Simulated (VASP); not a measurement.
# RbPt4Cl (F-43m) in VASP: single point with PBE

Aim: the single point of RbPt4Cl with PBE.

Program: VASP 6.6.1. These are calculated values, not measurements. Logs are shortened: lines on timing, memory, paths and dates and some standing lists are left out, and cuts for length are marked.

## (1) The cell of the first run

The structure is cubic, space group F-43m (No. 216). The conventional cell has a = 8.290 Å, b = 8.290 Å, c = 8.290 Å, α = 90.00°, β = 90.00°, γ = 90.00°. Rb (site symmetry -43m) has 12 Pt at 3.43 Å and 6 Cl at 4.15 Å within 4.5 Å. Cl (site symmetry -43m) has 4 Pt at 1.82 Å within 2.4 Å. Pt (site symmetry 3m) has 1 Cl at 1.82 Å within 2.4 Å.

## (2) Single point, PBE

Input file POSCAR:

```
RbPt4Cl
1.0
    0.0000000000      4.1450130000      4.1450130000
    4.1450130000      0.0000000000      4.1450130000
    4.1450130000      4.1450130000      0.0000000000
Rb Cl Pt
1 1 4
Direct
    0.5000000000      0.5000000000      0.5000000000
    0.0000000000      0.0000000000      0.0000000000
    0.1270000000      0.1270000000      0.1270000000
    0.6190000000      0.1270000000      0.1270000000
    0.1270000000      0.1270000000      0.6190000000
    0.1270000000      0.6190000000      0.1270000000
```

Input file INCAR.step1:

```
PREC     = Accurate       # precision mode
ENCUT    = 520            # plane-wave cutoff, eV
EDIFF    = 1E-6           # SCF threshold, eV
ISMEAR   = -1             # smearing method
SIGMA    = 0.1            # smearing width, eV
LREAL    = False          # projectors in reciprocal space
LASPH    = True           # aspherical terms in the spheres
NELM     = 100            # most SCF steps
ALGO     = Normal         # electronic algorithm
ISIF     = 2              # what is computed and relaxed
LWAVE    = False          # write WAVECAR
LCHARG   = True           # write CHGCAR
LMAXMIX  = 4              # l up to which the mixer works
GGA      = PE             # functional
NBANDS   = 37             # bands
```

Input file KPOINTS.step1:

```
regular mesh
0
Gamma
  7 7 7
```

Input file INCAR.step2:

```
PREC     = Accurate       # precision mode
ENCUT    = 520            # plane-wave cutoff, eV
EDIFF    = 1E-6           # SCF threshold, eV
ISMEAR   = -5             # smearing method
SIGMA    = 0.1            # smearing width, eV
LREAL    = False          # projectors in reciprocal space
LASPH    = True           # aspherical terms in the spheres
NELM     = 100            # most SCF steps
ALGO     = Normal         # electronic algorithm
ISIF     = 2              # what is computed and relaxed
LWAVE    = False          # write WAVECAR
LCHARG   = False          # write CHGCAR
LMAXMIX  = 4              # l up to which the mixer works
GGA      = PE             # functional
LORBIT   = 10             # projections on sites
NEDOS    = 2001           # points of the DOS
ICHARG   = 11             # starting density
```

Input file KPOINTS.step2:

```
regular mesh
0
Gamma
  11 11 11
```

Potentials or basis: VASP PAW PBE potentials, release 64 (Rb_sv, Cl, Pt).

The run is started by

```sh
> cat potpaw_PBE.64/Rb_sv/POTCAR potpaw_PBE.64/Cl/POTCAR potpaw_PBE.64/Pt/POTCAR > POTCAR
> cp INCAR.step1 INCAR
> cp KPOINTS.step1 KPOINTS
> mpirun -np 1 vasp_std > vasp.out
> cp INCAR.step2 INCAR
> cp KPOINTS.step2 KPOINTS
> mpirun -np 1 vasp_std > vasp.out
```

OUTCAR:

```text
PREC = Accurate
   ENCUT = 520
   EDIFF = 1E-6
   ISMEAR = -5
   LREAL = False
   LASPH = True
   NELM = 100
   ISIF = 2
   GGA = PE
   LORBIT = 10
   ICHARG = 11

 ion  position               nearest neighbor table
   1  0.500  0.500  0.500-   4 3.43   5 3.43   6 3.43   3 3.43   3 3.43   3 3.43   6 3.43   4 3.43
                             6 3.43   5 3.43   4 3.43   5 3.43   2 4.15   2 4.15   2 4.15   2 4.15
   2  0.000  0.000  0.000-   4 1.82   5 1.82   6 1.82   3 1.82   1 4.15   1 4.15   1 4.15   1 4.15
                             1 4.15   1 4.15
   3  0.127  0.127  0.127-   2 1.82   4 2.88   5 2.88   6 2.88   5 2.98   6 2.98   4 2.98   1 3.43
                             1 3.43   1 3.43
   4  0.619  0.127  0.127-   2 1.82   3 2.88   5 2.88   6 2.88   5 2.98   6 2.98   3 2.98   1 3.43
                             1 3.43   1 3.43
   5  0.127  0.127  0.619-   2 1.82   3 2.88   4 2.88   6 2.88   3 2.98   6 2.98   4 2.98   1 3.43
                             1 3.43   1 3.43
   6  0.127  0.619  0.127-   2 1.82   3 2.88   4 2.88   5 2.88   3 2.98   5 2.98   4 2.98   1 3.43
                             1 3.43   1 3.43

  LATTYP: Found a face centered cubic cell.
 ALAT       =     8.2900260000

  Lattice vectors:

 A1 = (   0.0000000000,   4.1450130000,   4.1450130000)
 A2 = (   4.1450130000,   0.0000000000,   4.1450130000)
 A3 = (   4.1450130000,   4.1450130000,   0.0000000000)

Analysis of symmetry for initial positions (statically):
=====================================================================
 Subroutine PRICEL returns:
 Original cell was already a primitive cell.

 Routine SETGRP: Setting up the symmetry group for a
 face centered cubic supercell.

 Subroutine GETGRP returns: Found 24 space group operations
 (whereof 24 operations were pure point group operations)
 out of a pool of 48 trial point group operations.

The static configuration has the point symmetry T_d .

Analysis of symmetry for dynamics (positions and initial velocities):
=====================================================================
 Subroutine PRICEL returns:
 Original cell was already a primitive cell.

 Routine SETGRP: Setting up the symmetry group for a
 face centered cubic supercell.

 Subroutine GETGRP returns: Found 24 space group operations
 (whereof 24 operations were pure point group operations)
 out of a pool of 48 trial point group operations.

The dynamic configuration has the point symmetry T_d .

 Subroutine INISYM returns: Found 24 space group operations
 (whereof 24 operations are pure point group operations),
[... 115 lines left out ...]
   TEBEG  =    0.0;   TEEND  =   0.0 temperature during run
   PSTRESS=    0.0 pullay stress
   NELECT =      56.0000    total number of electrons
   NUPDOWN=      -1.0000    fix difference up-down
   EMIN   =  10.00;   EMAX   =-10.00  energy-range for DOS
   EFERMI =   0.00;   METHOD = LEGACY
   ISMEAR =    -5;   SIGMA  =   0.10  broadening in eV -4-tet -1-fermi 0-gaus
   EFERMI_NEDOS =   21; number of points for ismear=-14 and -15
   IALGO  =     38    algorithm
   IMIX   =      4    mixing-type and parameters
     AMIX     =   0.40;   BMIX     =  1.00
     AMIX_MAG =   1.60;   BMIX_MAG =  1.00
  volume/ion in A,a.u.               =      23.74       160.20
  Fermi-wavevector in a.u.,A,eV,Ry     =   1.199320  2.266385 19.570179  1.438368
  Thomas-Fermi vector in A             =   2.335185
   LORBIT       =     10    0 simple, 1 ext, 2 COOP (PROOUT), +10 PAW based schemes
   GGA     = PE    functional components
   LHFCALC =     F    Hartree Fock is set to
   AEXX    =    0.0000 exact exchange contribution
   IVDW    =     0    specifies the selected vdW correction
   LEPSILON=     F    determine dielectric tensor
   LRPA    =     F    only Hartree local field effects (RPA)
 non-spin polarized calculation
 Fermi weights with tetrahedron method with Bloechl corrections
  energy-cutoff  :      520.00
  volume of cell :      142.43
 maximum number of plane-waves:      3855
 NGX is ok and might be reduce to    48

 number of electron      56.0000003 magnetization

 Free energy of the ion-electron system (eV)
  ---------------------------------------------------
  ext. energy  EPLUGINS =         0.00000000
  ---------------------------------------------------
  free energy    TOTEN  =       -15.68401550 eV

  energy without entropy =      -15.68401550  energy(sigma->0) =      -15.68401550

 E-fermi :   4.9021     XC(G=0):  -9.7480

 val. band max:        4.9203686957   @ k =  -0.0909   0.0909   0.0000
 cond. band min:       4.8761311424   @ k =   0.4545   0.2727   0.0000
 fundamental gap:     -0.0442375533
 Fermi energy:         4.9021115803

 k-point     1 :       0.0000    0.0000    0.0000
  band No.  band energies     occupation
      1     -21.1726      2.00000
      2     -17.6015      2.00000
      3      -7.3501      2.00000
      4      -7.3501      2.00000
      5      -7.3501      2.00000
      6      -5.4555      2.00000
[... 853 lines left out ...]
     32       7.6623      0.00000
     33       8.6149      0.00000

 [... further k-points ...]
[... 5 lines left out ...]
  --------------------------------------------------------------------------------------
  -------------------------------------------------------------------------------------
  Total       34.9046623     34.9046623     34.9046623      0.0000000      0.0000000      0.0000000
  in kB      392.6325821    392.6325821    392.6325821      0.0000000      0.0000000      0.0000000
  external PRESSURE =     392.6325821 kB  Pullay stress =       0.0000000 kB

 VOLUME and BASIS-vectors are now :
 -----------------------------------------------------------------------------
  energy-cutoff  :      520.00
  volume of cell :      142.43
      direct lattice vectors                 reciprocal lattice vectors
     0.000000000  4.145013000  4.145013000    -0.120626883  0.120626883  0.120626883
     4.145013000  0.000000000  4.145013000     0.120626883 -0.120626883  0.120626883
     4.145013000  4.145013000  0.000000000     0.120626883  0.120626883 -0.120626883

 POSITION                                       TOTAL-FORCE (eV/Angst)
 -----------------------------------------------------------------------------------
      4.14501      4.14501      4.14501        -0.000000     -0.000000     -0.000000
      0.00000      0.00000      0.00000        -0.000000     -0.000000     -0.000000
      1.05283      1.05283      1.05283         8.941487      8.941487      8.941487
      1.05283      3.09218      3.09218         8.941487     -8.941487     -8.941487
      3.09218      3.09218      1.05283        -8.941487     -8.941487      8.941487
      3.09218      1.05283      3.09218        -8.941487      8.941487     -8.941487
 -----------------------------------------------------------------------------------
    total drift:                                0.000000      0.000000      0.000000

  FREE ENERGIE OF THE ION-ELECTRON SYSTEM (eV)
  ---------------------------------------------------
  free  energy   TOTEN  =       -15.6840154980 eV

  energy  without entropy=      -15.6840154980  energy(sigma->0) =      -15.68401550

 total charge

# of ion       s       p       d       tot
------------------------------------------
    1        1.955   5.340   0.044   7.339
    2        1.625   3.672   0.000   5.297
    3        0.803   0.617   8.477   9.897
    4        0.803   0.617   8.477   9.897
    5        0.803   0.617   8.477   9.897
    6        0.803   0.617   8.477   9.897
--------------------------------------------------
tot          6.793  11.478  33.951  52.222
```

Run time: 5.9 min. Hardware: 1 thread of AMD EPYC 7R43 (Zen 3), shared host; peak memory 0.42 GiB.

What came out:

| Quantity | Value |
| --- | --- |
| Valence electrons inside the program's atomic spheres | Rb 7.34; Cl 5.30; Pt 9.90 |

Caveat: spin-orbit coupling is left out, which moves the levels of the heavy elements; tetrahedron occupations give inexact forces and stress in metals.
